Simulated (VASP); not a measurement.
# Ge4H in VASP: single point with PBE+D3(BJ)

Aim: the single point of Ge4H with PBE+D3(BJ).

Everything below comes from runs of VASP 6.6.1. Logs are shortened: lines on timing, memory, paths and dates and some standing lists are left out, and cuts for length are marked.

## 1. The cell of the first run

The cell holds a slab with vacuum, 10 atoms: a = 8.045 Å, b = 8.045 Å, c = 18.684 Å, α = 90.00°, β = 90.00°, γ = 120.00°.

## 2. Single point, PBE+D3(BJ)

Contents of INCAR:

```
SYSTEM = Ge4H
PREC = Accurate
ENCUT = 520
EDIFF = 1E-6
ISMEAR = 0
SIGMA = 0.1
LREAL = .FALSE.
LASPH = .TRUE.
NELM = 80
ALGO = Normal
ISIF = 2
LWAVE = .FALSE.
LCHARG = .TRUE.
LDIPOL = .TRUE.
IDIPOL = 3
DIPOL = 0.5 0.5 0.251
GGA = PE
IVDW = 12
LELF = .TRUE.
LVHAR = .TRUE.
LVACPOTAV = .TRUE.
NBANDS = 68
```

Contents of KPOINTS:

```
Automatic mesh
0
G
  6 6 1
  0 0 0
```

Contents of POSCAR:

```
Ge4H
1.0
    8.0453790286      0.0000000000      0.0000000000
   -4.0226895143      6.9675026219      0.0000000000
    0.0000000000      0.0000000000     18.6842610465
Ge H
8 2
Direct
    0.1666666667      0.3333333333      0.2507062514
    0.1666666667      0.8333333333      0.2507062514
    0.6666666667      0.3333333333      0.2507062514
    0.6666666667      0.8333333333      0.2507062514
    0.3333333333      0.1666666667      0.2140839282
    0.3333333333      0.6666666667      0.2140839282
    0.8333333333      0.1666666667      0.2140839282
    0.8333333333      0.6666666667      0.2140839282
    0.1200560597      0.3333333333      0.3261708360
    0.2132772737      0.3333333333      0.3261708360
```

Potentials or basis: VASP PAW PBE potentials, release 64 (Ge_d, H).

Started as:

```
cat potpaw_PBE.64/Ge_d/POTCAR potpaw_PBE.64/H/POTCAR > POTCAR
mpirun -np 1 vasp_std > vasp.out
```

OUTCAR:

```text
SYSTEM = Ge4H
   PREC = Accurate
   ENCUT = 520
   EDIFF = 1E-6
   ISMEAR = 0
   LREAL = .FALSE.
   LASPH = .TRUE.
   NELM = 80
   ISIF = 2
   GGA = PE
   IVDW = 12
 IVDW          = 12

 ion  position               nearest neighbor table
   1  0.167  0.333  0.251-  10 1.46   9 1.46   5 2.42   7 2.42   6 2.42
   2  0.167  0.833  0.251-   6 2.42   8 2.42   5 2.42
   3  0.667  0.333  0.251-   7 2.42   5 2.42   8 2.42
   4  0.667  0.833  0.251-   8 2.42   6 2.42   7 2.42
   5  0.333  0.167  0.214-   1 2.42   3 2.42   2 2.42
   6  0.333  0.667  0.214-   2 2.42   4 2.42   1 2.42
   7  0.833  0.167  0.214-   3 2.42   1 2.42   4 2.42
   8  0.833  0.667  0.214-   4 2.42   2 2.42   3 2.42
   9  0.120  0.333  0.326-  10 0.75   1 1.46
  10  0.213  0.333  0.326-   9 0.75   1 1.46

  LATTYP: Found a hexagonal cell.
 ALAT       =     8.0453790286
 C/A-ratio  =     2.3223593295

  Lattice vectors:

 A1 = (   8.0453790286,   0.0000000000,   0.0000000000)
 A2 = (  -4.0226895143,   6.9675026219,   0.0000000000)
 A3 = (   0.0000000000,   0.0000000000,  18.6842610465)

Analysis of symmetry for initial positions (statically):
=====================================================================
 Subroutine PRICEL returns:
 Original cell was already a primitive cell.

 Routine SETGRP: Setting up the symmetry group for a
 hexagonal supercell.

 Subroutine GETGRP returns: Found  2 space group operations
 (whereof  2 operations were pure point group operations)
 out of a pool of 24 trial point group operations.

The static configuration has the point symmetry C_1h.

Analysis of symmetry for dynamics (positions and initial velocities):
=====================================================================
 Subroutine PRICEL returns:
 Original cell was already a primitive cell.

 Routine SETGRP: Setting up the symmetry group for a
 hexagonal supercell.

 Subroutine GETGRP returns: Found  2 space group operations
 (whereof  2 operations were pure point group operations)
 out of a pool of 24 trial point group operations.

The dynamic configuration has the point symmetry C_1h.

 Subroutine INISYM returns: Found  2 space group operations
 (whereof  2 operations are pure point group operations),
 and found     1 'primitive' translations

----------------------------------------------------------------------------------------

                                     Primitive cell

  volume of cell :    1047.3687

  direct lattice vectors                    reciprocal lattice vectors
     8.045379029  0.000000000  0.000000000     0.124294952  0.071761724  0.000000000
    -4.022689514  6.967502622  0.000000000     0.000000000  0.143523448  0.000000000
     0.000000000  0.000000000 18.684261047     0.000000000  0.000000000  0.053520982

  length of vectors
     8.045379029  8.045379029 18.684261047     0.143523448  0.143523448  0.053520982

  position of ions in fractional coordinates (direct lattice)
     0.166666667  0.333333333  0.250706251
     0.166666667  0.833333333  0.250706251
     0.666666667  0.333333333  0.250706251
     0.666666667  0.833333333  0.250706251
     0.333333333  0.166666667  0.214083928
     0.333333333  0.666666667  0.214083928
     0.833333333  0.166666667  0.214083928
     0.833333333  0.666666667  0.214083928
     0.120056060  0.333333333  0.326170836
     0.213277274  0.333333333  0.326170836

  ion indices of the primitive-cell ions
   primitive index   ion index
                 1           1
                 2           2
                 3           3
                 4           4
                 5           5
                 6           6
                 7           7
                 8           8
                 9           9
                10          10

----------------------------------------------------------------------------------------

 KPOINTS: Automatic mesh

Automatic generation of k-mesh.
 Grid dimensions read from file:
 generate k-points for:    6    6    1

 Generating k-lattice:

  Cartesian coordinates                     Fractional coordinates (reciprocal lattice)
     0.020715825  0.011960287  0.000000000     0.166666667  0.000000000  0.000000000
     0.000000000  0.023920575  0.000000000     0.000000000  0.166666667  0.000000000
     0.000000000  0.000000000  0.053520982     0.000000000  0.000000000  1.000000000

  Length of vectors
     0.023920575  0.023920575  0.053520982

  Shift w.r.t. Gamma in fractional coordinates (k-lattice)
     0.000000000  0.000000000  0.000000000

 Subroutine IBZKPT returns following result:
 ===========================================

 Found     13 irreducible k-points:

 Following reciprocal coordinates:
            Coordinates               Weight
  0.000000  0.000000  0.000000      1.000000
  0.166667 -0.000000  0.000000      4.000000
  0.000000  0.166667  0.000000      2.000000
  0.333333  0.000000  0.000000      4.000000
  0.000000  0.333333  0.000000      2.000000
  0.500000 -0.000000  0.000000      2.000000
  0.000000  0.500000  0.000000      1.000000
  0.166667  0.166667  0.000000      4.000000
 -0.333333  0.166667  0.000000      2.000000
  0.333333  0.166667  0.000000      4.000000
 -0.166667  0.500000  0.000000      4.000000
  0.500000  0.333333  0.000000      4.000000
  0.333333  0.333333  0.000000      2.000000
   k-points           NKPTS =     13   k-points in BZ     NKDIM =     13   number of bands    NBANDS=     68
   number of dos      NEDOS =    301   number of ions     NIONS =     10
   total plane-waves  NPLWV = 504000
   dimension x,y,z NGX =    60 NGY =   60 NGZ =  140
   dimension x,y,z NGXF=   120 NGYF=  120 NGZF=  280
   ions per type =               8   2
   NGX,Y,Z   is equivalent  to a cutoff of  12.40, 12.40, 12.46 a.u.
   NGXF,Y,Z  is equivalent  to a cutoff of  24.80, 24.80, 24.91 a.u.
 SYSTEM =  Ge4H
   PREC   = accura    normal or accurate (medium, high low for compatibility)
   ISTART =      0    job   : 0-new  1-cont  2-samecut
   ICHARG =      2    charge: 1-file 2-atom 10-const
   ISPIN  =      1    spin polarized calculation?
   LNONCOLLINEAR =      F non collinear calculations
   LSORBIT =      F    spin-orbit coupling
   LASPH  =      T    aspherical Exc in radial PAW
   ENCUT  =  520.0 eV  38.22 Ry    6.18 a.u.  14.96 14.96 34.74*2*pi/ulx,y,z
   NELM   =     80;   NELMIN=  2; NELMDL= -5     # of ELM steps
   EDIFF  = 0.1E-05   stopping-criterion for ELM
   LREAL  =      F    real-space projection
   EDIFFG = 0.1E-04   stopping-criterion for IOM
   NSW    =      0    number of steps for IOM
   IBRION =     -1    ionic relax: 0-MD 1-quasi-New 2-CG
   NFREE  =      0    steps in history (QN), initial steepest desc. (CG)
   ISIF   =      2    stress and relaxation
   ISYM   =      2    0-nonsym 1-usesym 2-fastsym
   POTIM  = 0.5000    time-step for ionic-motion
   TEBEG  =    0.0;   TEEND  =   0.0 temperature during run
   PSTRESS=    0.0 pullay stress
   NELECT =     114.0000    total number of electrons
   NUPDOWN=      -1.0000    fix difference up-down
   EMIN   =  10.00;   EMAX   =-10.00  energy-range for DOS
   EFERMI =   0.00;   METHOD = LEGACY
   ISMEAR =     0;   SIGMA  =   0.10  broadening in eV -4-tet -1-fermi 0-gaus
   EFERMI_NEDOS =   21; number of points for ismear=-14 and -15
   IALGO  =     38    algorithm
   IMIX   =      4    mixing-type and parameters
     AMIX     =   0.40;   BMIX     =  1.00
     AMIX_MAG =   1.60;   BMIX_MAG =  1.00
  volume/ion in A,a.u.               =     104.74       706.80
  Fermi-wavevector in a.u.,A,eV,Ry     =   0.781646  1.477096  8.312751  0.610970
  Thomas-Fermi vector in A             =   1.885206
   LORBIT       =      0    0 simple, 1 ext, 2 COOP (PROOUT), +10 PAW based schemes
   GGA     = PE    functional components
   LHFCALC =     F    Hartree Fock is set to
   AEXX    =    0.0000 exact exchange contribution
   IVDW    =    12    specifies the selected vdW correction
   LEPSILON=     F    determine dielectric tensor
   LRPA    =     F    only Hartree local field effects (RPA)
 non-spin polarized calculation
 Gauss-broadening in eV      SIGMA  =   0.10
  energy-cutoff  :      520.00
  volume of cell :     1047.37
 maximum number of plane-waves:     28275
   NGX = 29   NGY = 29   NGZ = 69

 dipolmoment           0.000000      0.000000      0.000009 electrons x Angstroem

 number of electron     113.9999996 magnetization

 dipolmoment           0.000000      0.000000     -0.284173 electrons x Angstroem

 Free energy of the ion-electron system (eV)
  ---------------------------------------------------
  ext. energy  EPLUGINS =         0.00000000
  ---------------------------------------------------
  free energy    TOTEN  =       -36.12004818 eV

  energy without entropy =      -36.12004074  energy(sigma->0) =      -36.12004446

 E-fermi :  -2.5100     XC(G=0):  -2.5254

 val. band max:       -2.7695692930   @ k =   0.3333   0.3333   0.0000
 cond. band min:      -2.2592652737   @ k =   0.0000   0.0000   0.0000
 fundamental gap:      0.5103040193
 Fermi energy:        -2.5099747329

 k-point     1 :       0.0000    0.0000    0.0000
  band No.  band energies     occupation
      1     -28.3626      2.00000
      2     -28.1345      2.00000
      3     -28.0941      2.00000
      4     -27.9276      2.00000
      5     -27.9273      2.00000
      6     -27.2168      2.00000
[... 60 lines left out ...]
     67       1.0427      0.00000
     68       1.0596      0.00000

 k-point     2 :       0.1667   -0.0000    0.0000
  band No.  band energies     occupation
      1     -28.3626      2.00000
      2     -28.1345      2.00000
      3     -28.0941      2.00000
      4     -27.9277      2.00000
      5     -27.9273      2.00000
      6     -27.2171      2.00000
[... 60 lines left out ...]
     67       1.0753      0.00000
     68       1.2270      0.00000

 k-point     3 :       0.0000    0.1667    0.0000
  band No.  band energies     occupation
      1     -28.3626      2.00000
      2     -28.1345      2.00000
      3     -28.0941      2.00000
      4     -27.9277      2.00000
      5     -27.9273      2.00000
      6     -27.2177      2.00000
[... 699 lines left out ...]
     67       1.6085      0.00000
     68       1.6848      0.00000

 k-point    13 :       0.3333    0.3333    0.0000
  band No.  band energies     occupation
      1     -28.3626      2.00000
      2     -28.1345      2.00000
      3     -28.0941      2.00000
      4     -27.9278      2.00000
      5     -27.9274      2.00000
      6     -27.2189      2.00000
[... 60 lines left out ...]
     67       1.4394      0.00000
     68       1.7508      0.00000

------------------------ aborting loop because EDIFF is reached ----------------------------------------

 Edisp (eV)   -1.30885

 E8    (eV) :    -0.6087

  FORCE on cell =-STRESS in cart. coord.  units (eV):
  Direction    XX          YY          ZZ          XY          YZ          ZX
  --------------------------------------------------------------------------------------
  -------------------------------------------------------------------------------------
  Total       2.47698     0.57966    12.29582     0.00000    -0.15301     0.00000
  in kB       3.78908     0.88672    18.80913     0.00000    -0.23406     0.00000
  external pressure =        7.83 kB  Pullay stress =        0.00 kB

 VOLUME and BASIS-vectors are now :
 -----------------------------------------------------------------------------
  energy-cutoff  :      520.00
  volume of cell :     1047.37
      direct lattice vectors                 reciprocal lattice vectors
     8.045379029  0.000000000  0.000000000     0.124294952  0.071761724  0.000000000
    -4.022689514  6.967502622  0.000000000     0.000000000  0.143523448  0.000000000
     0.000000000  0.000000000 18.684261047     0.000000000  0.000000000  0.053520982

 POSITION                                       TOTAL-FORCE (eV/Angst)
 -----------------------------------------------------------------------------------
      0.00000      2.32250      4.68426        -0.000000      0.215081     -7.442948
     -2.01134      5.80625      4.68426        -0.093189     -0.132456      0.294100
      4.02269      2.32250      4.68426        -0.000000      0.229989      0.364563
      2.01134      5.80625      4.68426         0.093189     -0.132456      0.294100
      2.01134      1.16125      4.00000         0.484257     -0.318681     -0.488868
     -0.00000      4.64500      4.00000        -0.000000      0.599593     -0.419224
      6.03403      1.16125      4.00000        -0.484257     -0.318681     -0.488868
      4.02269      4.64500      4.00000        -0.000000     -0.010473     -0.151640
     -0.37500      2.32250      6.09426        -3.217514     -0.065958      4.019392
      0.37500      2.32250      6.09426         3.217514     -0.065958      4.019392
 -----------------------------------------------------------------------------------
    total drift:                                0.000000      0.000001      0.008186

  FREE ENERGIE OF THE ION-ELECTRON SYSTEM (eV)
  ---------------------------------------------------
  free  energy   TOTEN  =       -37.4288976449 eV

  energy  without entropy=      -37.4288902042  energy(sigma->0) =      -37.42889392

 vacuum level on the upper side and lower side of the slab         1.151         2.068
```

It took 31 min on 1 thread of Oxide Virtual Turin-like, shared host; peak memory 1.3 GiB.

What came out:

```
Free energy                : -37.4289 eV
Largest force              : 7.446 eV/Å
Band gap on the k mesh     : 0.51 eV (least direct gap 0.73 eV)
Dispersion energy per atom : -0.131 eV
```

Forces in eV/Å, atoms in the order of the input:
```
Ge   0.000  0.215 -7.443
Ge  -0.093 -0.132  0.294
Ge   0.000  0.230  0.365
Ge   0.093 -0.132  0.294
Ge   0.484 -0.319 -0.489
Ge   0.000  0.600 -0.419
Ge  -0.484 -0.319 -0.489
Ge   0.000 -0.010 -0.152
H   -3.218 -0.066  4.019
H    3.218 -0.066  4.019
```
